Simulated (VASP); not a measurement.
## Ni: single point with r2SCAN

The system is Ni.

```xyz
1
Lattice="0.0000 1.7331 1.7331 1.7331 0.0000 1.7331 1.7331 1.7331 0.0000" Properties=species:S:1:pos:R:3 pbc="T T T"
Ni    0.0000    0.0000    0.0000
```

| Quantity | Value |
| --- | --- |
| Program | VASP 6.6.1 |
| Task | single point |
| Functional | r2SCAN |
| Potentials or basis | VASP PAW PBE potentials, release 64 (Ni) |
| Cutoff | 520 eV |
| k mesh | 15 × 15 × 15 |
| Occupations | methfessel-paxton, width 0.01 eV |
| Spin | no spin polarisation |
| Dipole correction | no |
| Further INCAR settings | ALGO = Normal; EDIFF = 1e-07; NBANDS = 11 |

| Quantity | Value |
| --- | --- |
| Pressure | -0.1 GPa |
| Band gap on the k mesh | zero (bands 5 and 6 overlap by 1.12 eV) |

Levels at points of the mesh, in eV from the Fermi level:
| k point | band 3 | band 4 | band 5 | band 6 | band 7 | band 8 |
| --- | --- | --- | --- | --- | --- | --- |
| (0.00, 0.00, 0.00) | -1.97 | -1.97 | -0.86 | -0.86 | 25.18 | 29.85 |

It took 34 s on 1 thread of Intel(R) Xeon(R) 6975P-C (Granite Rapids) (shared host), peak memory 0.12 GiB.

Caveat: the PAW data sets were made with another functional, which shifts forces and pressure a little; the run has no spin polarisation, though such a crystal can be magnetic. Spin polarisation is off, so any magnetic state and its effect on volume and gap are missing.
